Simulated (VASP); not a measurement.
# K3OF (Pm-3m) in VASP: further runs

K3OF is run at these levels: r2SCAN, PBE; tasks: single point.

Everything below comes from runs of VASP 6.6.1. Logs are shortened: lines on timing, memory, paths and dates and some standing lists are left out, and cuts for length are marked.

### Step 1. The cell of the first run

Symmetry: Pm-3m, No. 221, cubic system. Conventional cell: a = 5.156 Å, b = 5.156 Å, c = 5.156 Å, α = 90.00°, β = 90.00°, γ = 90.00°. Within 4.8 Å of F (site symmetry m-3m) lie 12 K at 3.65 Å and 8 O at 4.47 Å. Within 3.4 Å of O (site symmetry m-3m) lie 6 K at 2.58 Å. K (site symmetry 4/mmm) has 2 O at 2.58 Å within 3.4 Å.

### Step 2. Single point, r2SCAN (volume changed by +6%)

POSCAR

```
K3OF
1.0
    5.1558781580      0.0000000000      0.0000000000
    0.0000000000      5.1558781580      0.0000000000
    0.0000000000      0.0000000000      5.1558781580
F O K
1 1 3
Direct
    0.0000000000      0.0000000000      0.0000000000
    0.5000000000      0.5000000000      0.5000000000
    0.5000000000      0.5000000000      0.0000000000
    0.5000000000      0.0000000000      0.5000000000
    0.0000000000      0.5000000000      0.5000000000
```

INCAR.step1

```
PREC = Accurate
ENCUT = 520
ISMEAR = 0
SIGMA = 0.01
LREAL = False
LASPH = True
NELM = 100
NBANDS = 28
GGA = PE
ALGO = Normal
EDIFF = 1E-4
LWAVE = True
LCHARG = False
```

INCAR.step2

```
PREC = Accurate
ENCUT = 520
EDIFF = 1E-6
ISMEAR = 0
SIGMA = 0.01
LREAL = False
LASPH = True
NELM = 100
ALGO = Normal
ISIF = 2
LWAVE = False
LCHARG = False
METAGGA = R2SCAN
LMIXTAU = True
NBANDS = 28
ISTART = 1
```

KPOINTS

```
regular mesh
0
Gamma
  4 4 4
```

Potentials or basis: VASP PAW PBE potentials, release 64 (F, O, K_sv).

Started as:

```console
cat potpaw_PBE.64/F/POTCAR potpaw_PBE.64/O/POTCAR potpaw_PBE.64/K_sv/POTCAR > POTCAR
cp INCAR.step1 INCAR
mpirun -np 1 vasp_std > vasp.out
cp INCAR.step2 INCAR
mpirun -np 1 vasp_std > vasp.out
```

OUTCAR:

```text
PREC = Accurate
   ENCUT = 520
   EDIFF = 1E-6
   ISMEAR = 0
   LREAL = False
   LASPH = True
   NELM = 100
   ISIF = 2
   METAGGA = R2SCAN
   ISTART = 1

 ion  position               nearest neighbor table
   1  0.000  0.000  0.000-
   2  0.500  0.500  0.500-   3 2.58   4 2.58   5 2.58   3 2.58   4 2.58   5 2.58
   3  0.500  0.500  0.000-   2 2.58   2 2.58   5 3.65   4 3.65   4 3.65   5 3.65   4 3.65   4 3.65
                             5 3.65   5 3.65
   4  0.500  0.000  0.500-   2 2.58   2 2.58   5 3.65   3 3.65   3 3.65   3 3.65   5 3.65   3 3.65
                             5 3.65   5 3.65
   5  0.000  0.500  0.500-   2 2.58   2 2.58   4 3.65   3 3.65   4 3.65   3 3.65   3 3.65   4 3.65
                             3 3.65   4 3.65

  LATTYP: Found a simple cubic cell.
 ALAT       =     5.1558781580

  Lattice vectors:

 A1 = (   5.1558781580,   0.0000000000,   0.0000000000)
 A2 = (   0.0000000000,   5.1558781580,   0.0000000000)
 A3 = (   0.0000000000,   0.0000000000,   5.1558781580)

Analysis of symmetry for initial positions (statically):
=====================================================================
 Subroutine PRICEL returns:
 Original cell was already a primitive cell.

 Routine SETGRP: Setting up the symmetry group for a
 simple cubic supercell.

 Subroutine GETGRP returns: Found 48 space group operations
 (whereof 48 operations were pure point group operations)
 out of a pool of 48 trial point group operations.

The static configuration has the point symmetry O_h .

Analysis of symmetry for dynamics (positions and initial velocities):
=====================================================================
 Subroutine PRICEL returns:
 Original cell was already a primitive cell.

 Routine SETGRP: Setting up the symmetry group for a
 simple cubic supercell.

 Subroutine GETGRP returns: Found 48 space group operations
 (whereof 48 operations were pure point group operations)
 out of a pool of 48 trial point group operations.

The dynamic configuration has the point symmetry O_h .

 Subroutine INISYM returns: Found 48 space group operations
 (whereof 48 operations are pure point group operations),
 and found     1 'primitive' translations

----------------------------------------------------------------------------------------

                                     Primitive cell

  volume of cell :     137.0591

  direct lattice vectors                    reciprocal lattice vectors
     5.155878158  0.000000000  0.000000000     0.193953381  0.000000000  0.000000000
     0.000000000  5.155878158  0.000000000     0.000000000  0.193953381  0.000000000
     0.000000000  0.000000000  5.155878158     0.000000000  0.000000000  0.193953381

  length of vectors
     5.155878158  5.155878158  5.155878158     0.193953381  0.193953381  0.193953381

  position of ions in fractional coordinates (direct lattice)
     0.000000000  0.000000000  0.000000000
     0.500000000  0.500000000  0.500000000
     0.500000000  0.500000000  0.000000000
     0.500000000  0.000000000  0.500000000
     0.000000000  0.500000000  0.500000000

  ion indices of the primitive-cell ions
   primitive index   ion index
                 1           1
                 2           2
                 3           3
                 4           4
                 5           5

----------------------------------------------------------------------------------------

 KPOINTS: regular mesh

Automatic generation of k-mesh.
 Grid dimensions read from file:
 generate k-points for:    4    4    4

 Generating k-lattice:

  Cartesian coordinates                     Fractional coordinates (reciprocal lattice)
     0.048488345  0.000000000  0.000000000     0.250000000  0.000000000  0.000000000
     0.000000000  0.048488345  0.000000000     0.000000000  0.250000000  0.000000000
     0.000000000  0.000000000  0.048488345     0.000000000  0.000000000  0.250000000

  Length of vectors
     0.048488345  0.048488345  0.048488345

  Shift w.r.t. Gamma in fractional coordinates (k-lattice)
     0.000000000  0.000000000  0.000000000

 Subroutine IBZKPT returns following result:
 ===========================================

 Found     10 irreducible k-points:

 Following reciprocal coordinates:
            Coordinates               Weight
  0.000000  0.000000  0.000000      1.000000
  0.250000  0.000000  0.000000      6.000000
  0.500000  0.000000  0.000000      3.000000
  0.250000  0.250000  0.000000     12.000000
  0.500000  0.250000  0.000000     12.000000
  0.500000  0.500000  0.000000      3.000000
  0.250000  0.250000  0.250000      8.000000
  0.500000  0.250000  0.250000     12.000000
  0.500000  0.500000  0.250000      6.000000
  0.500000  0.500000  0.500000      1.000000
   k-points           NKPTS =     10   k-points in BZ     NKDIM =     10   number of bands    NBANDS=     28
   number of dos      NEDOS =    301   number of ions     NIONS =      5
   total plane-waves  NPLWV =  64000
   dimension x,y,z NGX =    40 NGY =   40 NGZ =   40
   dimension x,y,z NGXF=    80 NGYF=   80 NGZF=   80
   ions per type =               1   1   3
   NGX,Y,Z   is equivalent  to a cutoff of  12.90, 12.90, 12.90 a.u.
   NGXF,Y,Z  is equivalent  to a cutoff of  25.80, 25.80, 25.80 a.u.
 SYSTEM =  unknown system
   PREC   = accura    normal or accurate (medium, high low for compatibility)
   ISTART =      1    job   : 0-new  1-cont  2-samecut
   ICHARG =      0    charge: 1-file 2-atom 10-const
   ISPIN  =      1    spin polarized calculation?
   LNONCOLLINEAR =      F non collinear calculations
   LSORBIT =      F    spin-orbit coupling
   LASPH  =      T    aspherical Exc in radial PAW
   ENCUT  =  520.0 eV  38.22 Ry    6.18 a.u.   9.59  9.59  9.59*2*pi/ulx,y,z
   NELM   =    100;   NELMIN=  2; NELMDL=  0     # of ELM steps
   EDIFF  = 0.1E-05   stopping-criterion for ELM
   LREAL  =      F    real-space projection
   EDIFFG = 0.1E-04   stopping-criterion for IOM
   NSW    =      0    number of steps for IOM
   IBRION =     -1    ionic relax: 0-MD 1-quasi-New 2-CG
   NFREE  =      0    steps in history (QN), initial steepest desc. (CG)
   ISIF   =      2    stress and relaxation
   ISYM   =      2    0-nonsym 1-usesym 2-fastsym
   POTIM  = 0.5000    time-step for ionic-motion
   TEBEG  =    0.0;   TEEND  =   0.0 temperature during run
   PSTRESS=    0.0 pullay stress
   NELECT =      40.0000    total number of electrons
   NUPDOWN=      -1.0000    fix difference up-down
   EMIN   =  10.00;   EMAX   =-10.00  energy-range for DOS
   EFERMI =   0.00;   METHOD = LEGACY
   ISMEAR =     0;   SIGMA  =   0.01  broadening in eV -4-tet -1-fermi 0-gaus
   EFERMI_NEDOS =   21; number of points for ismear=-14 and -15
   IALGO  =     38    algorithm
   IMIX   =      4    mixing-type and parameters
     AMIX     =   0.40;   BMIX     =  1.00
     AMIX_MAG =   1.60;   BMIX_MAG =  1.00
  volume/ion in A,a.u.               =      27.41       184.98
  Fermi-wavevector in a.u.,A,eV,Ry     =   1.085906  2.052065 16.043875  1.179192
  Thomas-Fermi vector in A             =   2.222030
   LORBIT       =      0    0 simple, 1 ext, 2 COOP (PROOUT), +10 PAW based schemes
   METAGGA = R2SCAN    functional components
   LHFCALC =     F    Hartree Fock is set to
   AEXX    =    0.0000 exact exchange contribution
   IVDW    =     0    specifies the selected vdW correction
   LEPSILON=     F    determine dielectric tensor
   LRPA    =     F    only Hartree local field effects (RPA)
 non-spin polarized calculation
 Gauss-broadening in eV      SIGMA  =   0.01
  energy-cutoff  :      520.00
  volume of cell :      137.06
 maximum number of plane-waves:      3743
 NGX is ok and might be reduce to    40
   NGX = 19   NGY = 19   NGZ = 19

 number of electron      40.0000023 magnetization

 Free energy of the ion-electron system (eV)
  ---------------------------------------------------
  ext. energy  EPLUGINS =         0.00000000
  ---------------------------------------------------
  free energy    TOTEN  =       -35.24495178 eV

  energy without entropy =      -35.24495178  energy(sigma->0) =      -35.24495178

 E-fermi :  -0.0970     XC(G=0):  -7.4668

 val. band max:       -0.1746459246   @ k =   0.0000   0.0000   0.0000
 cond. band min:       1.0596420162   @ k =   0.0000   0.0000   0.0000
 fundamental gap:      1.2342879408
 Fermi energy:        -0.0969873280

 k-point     1 :       0.0000    0.0000    0.0000
  band No.  band energies     occupation
      1     -31.6546      2.00000
      2     -31.5536      2.00000
      3     -31.5536      2.00000
      4     -22.8449      2.00000
      5     -15.8223      2.00000
      6     -14.6247      2.00000
[... 20 lines left out ...]
     27       7.8500      0.00000
     28       7.8500      0.00000

 k-point     2 :       0.2500    0.0000    0.0000
  band No.  band energies     occupation
      1     -31.6416      2.00000
      2     -31.5659      2.00000
      3     -31.5534      2.00000
      4     -22.8447      2.00000
      5     -16.0188      2.00000
      6     -14.5911      2.00000
[... 20 lines left out ...]
     27       6.8923      0.00000
     28       7.5720      0.00000

 k-point     3 :       0.5000    0.0000    0.0000
  band No.  band energies     occupation
      1     -31.6209      2.00000
      2     -31.5858      2.00000
      3     -31.5533      2.00000
      4     -22.8447      2.00000
      5     -16.1735      2.00000
      6     -14.5402      2.00000
[... 20 lines left out ...]
     27       6.4971      0.00000
     28       7.2197      0.00000

 k-point     4 :       0.2500    0.2500    0.0000
  band No.  band energies     occupation
      1     -31.6299      2.00000
      2     -31.5695      2.00000
      3     -31.5605      2.00000
      4     -22.8448      2.00000
      5     -16.1892      2.00000
      6     -14.6012      2.00000
[... 144 lines left out ...]
     27       6.4794      0.00000
     28       6.5033      0.00000

 k-point     9 :       0.5000    0.5000    0.2500
  band No.  band energies     occupation
      1     -31.5860      2.00000
      2     -31.5852      2.00000
      3     -31.5852      2.00000
      4     -22.8440      2.00000
      5     -16.5955      2.00000
      6     -14.6817      2.00000
[... 20 lines left out ...]
     27       6.0039      0.00000
     28       6.8582      0.00000

 k-point    10 :       0.5000    0.5000    0.5000
  band No.  band energies     occupation
      1     -31.5850      2.00000
      2     -31.5850      2.00000
      3     -31.5850      2.00000
      4     -22.8434      2.00000
      5     -16.7130      2.00000
      6     -14.6832      2.00000
[... 20 lines left out ...]
     27       5.4111      0.00000
     28       7.0112      0.00000

------------------------ aborting loop because EDIFF is reached ----------------------------------------

  FORCE on cell =-STRESS in cart. coord.  units (eV):
  Direction    XX          YY          ZZ          XY          YZ          ZX
  --------------------------------------------------------------------------------------
  -------------------------------------------------------------------------------------
  Total       -0.9602870     -0.9602870     -0.9602870     -0.0000000      0.0000000      0.0000000
  in kB      -11.2254487    -11.2254487    -11.2254487     -0.0000000      0.0000000      0.0000000
  external PRESSURE =     -11.2254487 kB  Pullay stress =       0.0000000 kB

 VOLUME and BASIS-vectors are now :
 -----------------------------------------------------------------------------
  energy-cutoff  :      520.00
  volume of cell :      137.06
      direct lattice vectors                 reciprocal lattice vectors
     5.155878158  0.000000000  0.000000000     0.193953381  0.000000000  0.000000000
     0.000000000  5.155878158  0.000000000     0.000000000  0.193953381  0.000000000
     0.000000000  0.000000000  5.155878158     0.000000000  0.000000000  0.193953381

 POSITION                                       TOTAL-FORCE (eV/Angst)
 -----------------------------------------------------------------------------------
      0.00000      0.00000      0.00000         0.000000      0.000000      0.000000
      2.57794      2.57794      2.57794         0.000000      0.000000      0.000000
      2.57794      2.57794      0.00000         0.000000      0.000000      0.000000
      2.57794      0.00000      2.57794         0.000000      0.000000      0.000000
      0.00000      2.57794      2.57794         0.000000      0.000000      0.000000
 -----------------------------------------------------------------------------------
    total drift:                                0.000000      0.000000     -0.000000

  FREE ENERGIE OF THE ION-ELECTRON SYSTEM (eV)
  ---------------------------------------------------
  free  energy   TOTEN  =       -35.2449517802 eV

  energy  without entropy=      -35.2449517802  energy(sigma->0) =      -35.24495178
```

It took 91 s on 1 thread of Intel Xeon 6975P-C (Granite Rapids), shared host; peak memory 0.27 GiB.

Results:

```yaml
Free_energy: -35.2450 eV
Pressure: -1.1 GPa
Band_gap_on_the_k_mesh: 1.23 eV, direct
```

Levels at points of the mesh, in eV from the valence-band top:
```
           k point  band 17  band 18  band 19  band 20  band 21  band 22  band 23  band 24
(0.00, 0.00, 0.00)    -3.18     0.00     0.00     0.00     1.23     4.12     4.12     5.38
(0.50, 0.00, 0.00)    -3.20    -0.82    -0.10    -0.10     2.92     3.17     5.20     5.87
(0.50, 0.50, 0.00)    -3.21    -0.89    -0.89    -0.19     4.09     4.31     4.31     5.69
(0.50, 0.50, 0.50)    -3.23    -1.01    -1.01    -1.01     4.15     5.33     5.33     5.33
```

Caveat: the cell differs from its parent crystal (volume changed by +6%); the PAW data sets were made with another functional, which shifts forces and pressure a little.

### Step 3. Single point, PBE

This run uses another cell than the first one, of 25.86 Å³/atom, 0.943 times its volume.

INCAR

```
SYSTEM = K3OF
  PREC = Accurate
  ENCUT = 520
  EDIFF = 1E-6
  ISMEAR = 0
  SIGMA = 0.01
  LREAL = .False.
  LASPH = .True.
  NELM = 60
  ALGO = Normal
  ISIF = 2
  LWAVE = .False.
  LCHARG = .True.
  GGA = PE
  LELF = .True.
  LVHAR = .True.
  NBANDS = 28
```

KPOINTS

```
Automatic mesh
0
Gamma
  6 6 6
  0 0 0
```

POSCAR: that of step 2 with these lines changed.

```diff
@@ -2,5 +2,5 @@
 1.0
-    5.1558781580      0.0000000000      0.0000000000
-    0.0000000000      5.1558781580      0.0000000000
-    0.0000000000      0.0000000000      5.1558781580
+    5.0567019604      0.0000000000      0.0000000000
+    0.0000000000      5.0567019604      0.0000000000
+    0.0000000000      0.0000000000      5.0567019604
 F O K
```

Potentials or basis: VASP PAW PBE potentials, release 64 (F, O, K_sv).

Started as:

```console
cat potpaw_PBE.64/F/POTCAR potpaw_PBE.64/O/POTCAR potpaw_PBE.64/K_sv/POTCAR > POTCAR
mpirun -np 1 vasp_std > vasp.out
```

It took 53 s on 1 thread of Intel Xeon 6975P-C (Granite Rapids), shared host; peak memory 0.26 GiB.

The run converged. Its results:

```
Free energy            : -17.4375 eV
Pressure               : 1.0 GPa
Band gap on the k mesh : 0.88 eV, direct
```

Levels at points of the mesh, in eV from the valence-band top:
| k point | band 18 | band 19 | band 20 | band 21 | band 22 | band 23 |
| --- | --- | --- | --- | --- | --- | --- |
| (0.00, 0.00, 0.00) | 0.00 | 0.00 | 0.00 | 0.88 | 3.76 | 3.76 |
| (0.50, 0.00, 0.00) | -0.93 | -0.11 | -0.11 | 2.62 | 2.87 | 4.91 |
| (0.50, 0.50, 0.00) | -1.01 | -1.01 | -0.22 | 3.81 | 4.04 | 4.04 |
| (0.50, 0.50, 0.50) | -1.15 | -1.15 | -1.15 | 3.68 | 4.92 | 4.92 |

### Step 4. Single point, r2SCAN

This run uses another cell than the first one, of 25.86 Å³/atom, 0.943 times its volume.

POSCAR is that of step 3.

INCAR.step1

```
SYSTEM = K3OF
PREC = Accurate ; ENCUT = 520
ISMEAR = 0 ; SIGMA = 0.01
LREAL = .False. ; LASPH = .True.
NELM = 60 ; NBANDS = 28
GGA = PE ; ALGO = Normal
EDIFF = 1E-4 ; LWAVE = .True.
LCHARG = .False.
```

INCAR.step2

```
SYSTEM = K3OF
PREC = Accurate ; ENCUT = 520
EDIFF = 1E-6 ; ISMEAR = 0
SIGMA = 0.01 ; LREAL = .False.
LASPH = .True. ; NELM = 60
ALGO = Normal ; ISIF = 2
LWAVE = .False. ; LCHARG = .True.
METAGGA = R2SCAN ; LMIXTAU = .True.
LELF = .True. ; LVHAR = .True.
NBANDS = 28 ; ISTART = 1
```

KPOINTS is that of step 3.

Started as:

```console
cat potpaw_PBE.64/F/POTCAR potpaw_PBE.64/O/POTCAR potpaw_PBE.64/K_sv/POTCAR > POTCAR
cp INCAR.step1 INCAR
mpirun -np 1 vasp_std > vasp.out
cp INCAR.step2 INCAR
mpirun -np 1 vasp_std > vasp.out
```

It took 2.5 min on 1 thread of Intel Xeon 6975P-C (Granite Rapids), shared host; peak memory 0.28 GiB.

Results (log left out):

```
Free energy            : -35.2669 eV
Pressure               : 0.1 GPa
Band gap on the k mesh : 1.24 eV, direct
```

Levels at points of the mesh, in eV from the valence-band top:
| k point | band 16 | band 17 | band 18 | band 19 | band 20 | band 21 | band 22 | band 23 | band 24 | band 25 |
| --- | --- | --- | --- | --- | --- | --- | --- | --- | --- | --- |
| (0.00, 0.00, 0.00) | -3.39 | -3.39 | 0.00 | 0.00 | 0.00 | 1.24 | 4.09 | 4.09 | 5.33 | 5.33 |
| (0.50, 0.00, 0.00) | -3.41 | -3.41 | -0.91 | -0.11 | -0.11 | 2.97 | 3.25 | 5.23 | 5.85 | 5.96 |
| (0.50, 0.50, 0.00) | -3.49 | -3.43 | -1.00 | -1.00 | -0.22 | 4.18 | 4.41 | 4.41 | 5.94 | 6.24 |
| (0.50, 0.50, 0.50) | -3.44 | -3.44 | -1.14 | -1.14 | -1.14 | 4.10 | 5.42 | 5.42 | 5.42 | 5.79 |

Caveat: the PAW data sets were made with another functional, which shifts forces and pressure a little. r2SCAN opens gaps a little over a GGA but as a rule still falls short of measured ones.

### Step 5. The runs side by side

```tsv
level	cell	k mesh	gap on the mesh (eV)	pressure (GPa)
r2SCAN	a = 5.156 Å, 5 atoms	4 × 4 × 4	1.23	-1.1
PBE	a = 5.057 Å, 5 atoms	6 × 6 × 6	0.88	1.0
r2SCAN	a = 5.057 Å, 5 atoms	6 × 6 × 6	1.24	0.1
```

Alike in all rows: task single point; potentials or basis VASP PAW PBE potentials, release 64 (F, O, K_sv); no spin polarisation; cutoff (eV) 520; smearing gaussian 0.01 eV.

Caveats: the PAW data sets were made with another functional, which shifts forces and pressure a little (some runs).

Total energies depend on the potentials used, so only differences within one code and one set of settings carry meaning.
